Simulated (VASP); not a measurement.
# FeO (P4/mmm) in VASP: relaxation of cell and atoms with PBE

Aim: the relaxation of cell and atoms of FeO with PBE.

Everything below comes from runs of VASP 6.6.1. Logs are shortened: lines on timing, memory, paths and dates and some standing lists are left out, and cuts for length are marked.

### 1 The cell of the first run

Symmetry: P4/mmm, No. 123, tetragonal system. The conventional cell has a = 2.551 Å, b = 2.551 Å, c = 3.344 Å, α = 90.00°, β = 90.00°, γ = 90.00°. Within 3.2 Å of Fe (site symmetry 4/mmm) lie 8 O at 2.46 Å and 4 Fe at 2.55 Å. O (site symmetry 4/mmm) has 8 Fe at 2.46 Å and 4 O at 2.55 Å within 3.2 Å.

### 2 Relaxation of cell and atoms, PBE, collinear spin, ferromagnetic start

The input, INCAR:

```
SYSTEM = FeO
PREC = Accurate
ENCUT = 600
EDIFF = 1E-6
ISMEAR = 0
SIGMA = 0.1
LREAL = .FALSE.
LASPH = .TRUE.
NELM = 150
ALGO = Normal
ISIF = 3
LWAVE = .FALSE.
LCHARG = .FALSE.
ISPIN = 2
MAGMOM = 3.78 0.44
LORBIT = 11
LMAXMIX = 4
GGA = PE
IBRION = 2
NSW = 90
EDIFFG = -0.04
```

The input, KPOINTS:

```
regular mesh
0
G
  6 6 6
  0 0 0
```

The input, POSCAR:

```
FeO
1.0
    2.5509898957      0.0000000000      0.0000000000
    0.0000000000      2.5509898957      0.0000000000
    0.0000000000      0.0000000000      3.3436188991
Fe O
1 1
Direct
    0.5000000000      0.5000000000      0.5000000000
    0.0000000000      0.0000000000      0.0000000000
```

Potentials or basis: VASP PAW PBE potentials, release 64 (Fe, O).

The run is started by

```console
> cat potpaw_PBE.64/Fe/POTCAR potpaw_PBE.64/O/POTCAR > POTCAR
> mpirun -np 1 vasp_std > vasp.out
```

OUTCAR:

```text
SYSTEM = FeO
   PREC = Accurate
   ENCUT = 600
   EDIFF = 1E-6
   ISMEAR = 0
   LREAL = .FALSE.
   LASPH = .TRUE.
   NELM = 150
   ISIF = 3
   ISPIN = 2
   LORBIT = 11
   GGA = PE
   IBRION = 2
   NSW = 90
   EDIFFG = -0.04

 ion  position               nearest neighbor table
   1  0.500  0.500  0.500-   2 2.46   2 2.46   2 2.46   2 2.46   2 2.46   2 2.46   2 2.46   2 2.46

   2  0.000  0.000  0.000-   1 2.46   1 2.46   1 2.46   1 2.46   1 2.46   1 2.46   1 2.46   1 2.46

  LATTYP: Found a simple tetragonal cell.
 ALAT       =     2.5509898957
 C/A-ratio  =     1.3107142858

  Lattice vectors:

 A1 = (   2.5509898957,   0.0000000000,   0.0000000000)
 A2 = (   0.0000000000,   2.5509898957,   0.0000000000)
 A3 = (   0.0000000000,   0.0000000000,   3.3436188991)

Analysis of symmetry for initial positions (statically):
=====================================================================
 Subroutine PRICEL returns:
 Original cell was already a primitive cell.

 Routine SETGRP: Setting up the symmetry group for a
 simple tetragonal supercell.

 Subroutine GETGRP returns: Found 16 space group operations
 (whereof 16 operations were pure point group operations)
 out of a pool of 16 trial point group operations.

The static configuration has the point symmetry D_4h.

Analysis of symmetry for dynamics (positions and initial velocities):
=====================================================================
 Subroutine PRICEL returns:
 Original cell was already a primitive cell.

 Routine SETGRP: Setting up the symmetry group for a
 simple tetragonal supercell.

 Subroutine GETGRP returns: Found 16 space group operations
 (whereof 16 operations were pure point group operations)
 out of a pool of 16 trial point group operations.

The dynamic configuration has the point symmetry D_4h.

Analysis of structural, dynamic, and magnetic symmetry:
=====================================================================
 Subroutine PRICEL returns:
 Original cell was already a primitive cell.

 Routine SETGRP: Setting up the symmetry group for a
 simple tetragonal supercell.

 Subroutine GETGRP returns: Found 16 space group operations
 (whereof 16 operations were pure point group operations)
 out of a pool of 16 trial point group operations.

The overall configuration has the point symmetry D_4h.

 Subroutine INISYM returns: Found 16 space group operations
 (whereof 16 operations are pure point group operations),
 and found     1 'primitive' translations

----------------------------------------------------------------------------------------

                                     Primitive cell

  volume of cell :      21.7588

  direct lattice vectors                    reciprocal lattice vectors
     2.550989896  0.000000000  0.000000000     0.392004689  0.000000000  0.000000000
     0.000000000  2.550989896  0.000000000     0.000000000  0.392004689  0.000000000
     0.000000000  0.000000000  3.343618899     0.000000000  0.000000000  0.299077147

  length of vectors
     2.550989896  2.550989896  3.343618899     0.392004689  0.392004689  0.299077147

  position of ions in fractional coordinates (direct lattice)
     0.500000000  0.500000000  0.500000000
     0.000000000  0.000000000  0.000000000

  ion indices of the primitive-cell ions
   primitive index   ion index
                 1           1
                 2           2

----------------------------------------------------------------------------------------

 KPOINTS: regular mesh

Automatic generation of k-mesh.
 Grid dimensions read from file:
 generate k-points for:    6    6    6

 Generating k-lattice:

  Cartesian coordinates                     Fractional coordinates (reciprocal lattice)
     0.065334115  0.000000000  0.000000000     0.166666667  0.000000000  0.000000000
     0.000000000  0.065334115  0.000000000     0.000000000  0.166666667  0.000000000
     0.000000000  0.000000000  0.049846191     0.000000000  0.000000000  0.166666667

  Length of vectors
     0.065334115  0.065334115  0.049846191

  Shift w.r.t. Gamma in fractional coordinates (k-lattice)
     0.000000000  0.000000000  0.000000000

 Subroutine IBZKPT returns following result:
 ===========================================

 Found     40 irreducible k-points:

 Following reciprocal coordinates:
            Coordinates               Weight
  0.000000  0.000000  0.000000      1.000000
  0.166667  0.000000  0.000000      4.000000
  0.333333  0.000000  0.000000      4.000000
  0.500000  0.000000  0.000000      2.000000
  0.166667  0.166667  0.000000      4.000000
  0.333333  0.166667  0.000000      8.000000
[... 16 lines left out ...]
  0.333333  0.000000  0.333333      8.000000
  0.500000  0.000000  0.333333      4.000000
 [... further k-points ...]
   k-points           NKPTS =     40   k-points in BZ     NKDIM =     40   number of bands    NBANDS=     13
   number of dos      NEDOS =    301   number of ions     NIONS =      2
   total plane-waves  NPLWV =  11200
   dimension x,y,z NGX =    20 NGY =   20 NGZ =   28
   dimension x,y,z NGXF=    40 NGYF=   40 NGZF=   56
   ions per type =               1   1
   NGX,Y,Z   is equivalent  to a cutoff of  13.03, 13.03, 13.92 a.u.
   NGXF,Y,Z  is equivalent  to a cutoff of  26.07, 26.07, 27.84 a.u.
 SYSTEM =  FeO
   PREC   = accura    normal or accurate (medium, high low for compatibility)
   ISTART =      0    job   : 0-new  1-cont  2-samecut
   ICHARG =      2    charge: 1-file 2-atom 10-const
   ISPIN  =      2    spin polarized calculation?
   LNONCOLLINEAR =      F non collinear calculations
   LSORBIT =      F    spin-orbit coupling
   LASPH  =      T    aspherical Exc in radial PAW
   ENCUT  =  600.0 eV  44.10 Ry    6.64 a.u.   5.09  5.09  6.68*2*pi/ulx,y,z
   NELM   =    150;   NELMIN=  2; NELMDL= -5     # of ELM steps
   EDIFF  = 0.1E-05   stopping-criterion for ELM
   LREAL  =      F    real-space projection
   EDIFFG = -.4E-01   stopping-criterion for IOM
   NSW    =     90    number of steps for IOM
   IBRION =      2    ionic relax: 0-MD 1-quasi-New 2-CG
   NFREE  =      1    steps in history (QN), initial steepest desc. (CG)
   ISIF   =      3    stress and relaxation
   ISYM   =      2    0-nonsym 1-usesym 2-fastsym
   POTIM  = 0.5000    time-step for ionic-motion
   TEBEG  =    0.0;   TEEND  =   0.0 temperature during run
   PSTRESS=    0.0 pullay stress
   NELECT =      14.0000    total number of electrons
   NUPDOWN=      -1.0000    fix difference up-down
   EMIN   =  10.00;   EMAX   =-10.00  energy-range for DOS
   EFERMI =   0.00;   METHOD = LEGACY
   ISMEAR =     0;   SIGMA  =   0.10  broadening in eV -4-tet -1-fermi 0-gaus
   EFERMI_NEDOS =   21; number of points for ismear=-14 and -15
   IALGO  =     38    algorithm
   IMIX   =      4    mixing-type and parameters
     AMIX     =   0.40;   BMIX     =  1.00
     AMIX_MAG =   1.60;   BMIX_MAG =  1.00
  volume/ion in A,a.u.               =      10.88        73.42
  Fermi-wavevector in a.u.,A,eV,Ry     =   1.413316  2.670781 27.177141  1.997464
  Thomas-Fermi vector in A             =   2.534975
   LORBIT       =     11    0 simple, 1 ext, 2 COOP (PROOUT), +10 PAW based schemes
   GGA     = PE    functional components
   LHFCALC =     F    Hartree Fock is set to
   AEXX    =    0.0000 exact exchange contribution
   IVDW    =     0    specifies the selected vdW correction
   LEPSILON=     F    determine dielectric tensor
   LRPA    =     F    only Hartree local field effects (RPA)
 conjugate gradient relaxation of ions
 spin polarized calculation
 Gauss-broadening in eV      SIGMA  =   0.10
  energy-cutoff  :      600.00
  volume of cell :       21.76
 maximum number of plane-waves:       740
   NGX = 11   NGY = 11   NGZ = 13

--------------------------------------- Ionic step        1  -------------------------------------------

 number of electron      14.0000000 magnetization       3.9506294

 Free energy of the ion-electron system (eV)
  ---------------------------------------------------
  ext. energy  EPLUGINS =         0.00000000
  ---------------------------------------------------
  free energy    TOTEN  =       -13.32488640 eV

  energy without entropy =      -13.31884208  energy(sigma->0) =      -13.32186424

------------------------ aborting loop because EDIFF is reached ----------------------------------------

  FORCE on cell =-STRESS in cart. coord.  units (eV):
  Direction    XX          YY          ZZ          XY          YZ          ZX
  --------------------------------------------------------------------------------------
  -------------------------------------------------------------------------------------
  Total        0.5156176      0.5156176     -7.6512419      0.0000000      0.0000000     -0.0000000
  in kB       37.9668031     37.9668031   -563.3888720      0.0000000      0.0000000     -0.0000000
  external PRESSURE =    -162.4850886 kB  Pullay stress =       0.0000000 kB
[... 201 lines left out ...]
  energy  without entropy=      -14.4007332430  energy(sigma->0) =      -14.40073327

--------------------------------------- Ionic step        7  -------------------------------------------

 number of electron      14.0000009 magnetization       4.0000003

 Free energy of the ion-electron system (eV)
  ---------------------------------------------------
  ext. energy  EPLUGINS =         0.00000000
  ---------------------------------------------------
  free energy    TOTEN  =       -14.40127737 eV

  energy without entropy =      -14.40127733  energy(sigma->0) =      -14.40127735

 E-fermi :   6.2026     XC(G=0): -12.6975

 val. band max:        5.8678588851   @ k =   0.5000   0.5000   0.5000
 cond. band min:       6.5123007533   @ k =   0.5000   0.5000   0.0000
 fundamental gap:      0.6444418682
 Fermi energy:         6.2026389195

 spin component 1

 k-point     1 :       0.0000    0.0000    0.0000
  band No.  band energies     occupation
      1     -13.9696      1.00000
      2       1.6685      1.00000
      3       1.6711      1.00000
      4       3.3979      1.00000
      5       3.4248      1.00000
      6       3.4248      1.00000
      7       3.5663      1.00000
      8       3.5663      1.00000
      9       3.5709      1.00000
     10       6.6286      0.00000
     11      21.2163      0.00000
     12      21.2574      0.00000
     13      25.5919      0.00000
[... 353 lines left out ...]
 k-point    24 :       0.5000    0.0000    0.3333
  band No.  band energies     occupation
      1     -12.3357      1.00000
      2      -0.7892      1.00000
      3       0.4679      1.00000
      4       2.3958      1.00000
      5       2.4055      1.00000
      6       3.1289      1.00000
      7       3.3396      1.00000
      8       4.4698      1.00000
      9       4.8861      1.00000
     10      12.4008      0.00000
     11      15.5893      0.00000
     12      18.0172      0.00000
     13      23.0877      0.00000

 [... further k-points ...]

 spin component 2

 k-point     1 :       0.0000    0.0000    0.0000
  band No.  band energies     occupation
      1     -13.3579      1.00000
      2       4.0801      1.00000
      3       4.1072      1.00000
      4       4.1072      1.00000
      5       4.1771      1.00000
      6       4.1825      1.00000
      7       7.6320      0.00000
      8       7.6949      0.00000
      9       7.6951      0.00000
     10       7.7036      0.00000
     11      22.0670      0.00000
     12      22.1044      0.00000
     13      26.8759      0.00000
[... 353 lines left out ...]
 k-point    24 :       0.5000    0.0000    0.3333
  band No.  band energies     occupation
      1     -11.6551      1.00000
      2      -0.1246      1.00000
      3       1.2664      1.00000
      4       4.4220      1.00000
      5       4.9147      1.00000
      6       6.8484      0.00000
      7       7.0940      0.00000
      8       7.5064      0.00000
      9       7.5465      0.00000
     10      13.8937      0.00000
     11      16.5074      0.00000
     12      19.0792      0.00000
     13      23.8231      0.00000

 [... further k-points ...]
[... 5 lines left out ...]
  --------------------------------------------------------------------------------------
  -------------------------------------------------------------------------------------
  Total       -0.0074583     -0.0074583     -0.0731853      0.0000000      0.0000000      0.0000000
  in kB       -0.6428715     -0.6428715     -6.3082454      0.0000000      0.0000000      0.0000000
  external PRESSURE =      -2.5313294 kB  Pullay stress =       0.0000000 kB
[... 17 lines left out ...]
  FREE ENERGIE OF THE ION-ELECTRON SYSTEM (eV)
  ---------------------------------------------------
  free  energy   TOTEN  =       -14.4012773717 eV

  energy  without entropy=      -14.4012773290  energy(sigma->0) =      -14.40127735

 reached required accuracy - stopping structural energy minimisation

 total charge

# of ion       s       p       d       tot
------------------------------------------
    1        0.292   0.349   6.097   6.738
    2        1.566   3.387   0.000   4.953
--------------------------------------------------
tot          1.858   3.736   6.097  11.692

 magnetization (x)

# of ion       s       p       d       tot
------------------------------------------
    1        0.009   0.019   3.510   3.538
    2        0.027   0.338   0.000   0.366
--------------------------------------------------
tot          0.037   0.357   3.510   3.903
```

It took 50 s on 1 thread of Intel Xeon 6975P-C (Granite Rapids), shared host; peak memory 0.15 GiB.

Results:

| Quantity | Value |
| --- | --- |
| Free energy | -14.4013 eV |
| Relaxed volume | 9.29 Å³/atom |
| Relaxed cell | a = 2.647 Å, b = 2.647 Å, c = 2.652 Å, α = 90.00°, β = 90.00°, γ = 90.00° |
| Space group after relaxing (to 0.1 Å) | Pm-3m (No. 221) |
| Energy gained by relaxing | 538.2 meV/atom |
| Ionic steps | 7 |
| Pressure after relaxing | -0.3 GPa |
| Band gap on the k mesh | zero (filled and empty bands overlap) |
| Net moment | 4.00 μB per cell |
| Site moments | Fe +3.54; O +0.37 μB |
| Valence electrons inside the program's atomic spheres | Fe 6.74; O 4.95 |

Stress tensor (GPa, compression positive):
```
-0.06  0.00  0.00
 0.00 -0.06  0.00
 0.00  0.00 -0.63
```

The path:
```csv
step,energy change (eV),largest force (eV/Å),pressure (GPa),volume (Å³)
1,0.0000,0.0000,-16.25,21.76
2,-1.0264,0.0000,4.68,18.19
3,-1.0421,0.0000,9.05,17.83
4,-1.0420,0.0000,10.11,17.75
5,-1.0631,0.0000,-3.86,18.96
6,-1.0758,0.0000,0.91,18.48
7,-1.0764,0.0000,-0.25,18.59
```

Final structure:
```xyz
2
Lattice="2.6473 0.0000 0.0000 0.0000 2.6473 0.0000 0.0000 0.0000 2.6522" Properties=species:S:1:pos:R:3 pbc="T T T"
Fe    1.3237    1.3237    1.3261
O     2.6473    0.0000    2.6522
```

Caveat: the k points lie up to 0.40 Å⁻¹ apart in the final cell, too coarse for converged energies and pressures of a metal; a cell axis changed by over 15 % at a fixed basis, so the end point is rough; a cell with one magnetic atom can't hold antiferromagnetic order, which such compounds often take; semilocal functionals often make such compounds metallic where correlation or magnetic order opens a gap, which also shifts bond lengths. With open d or f shells a metallic result of PBE can be an artefact of self-interaction; +U or a hybrid may open a gap.
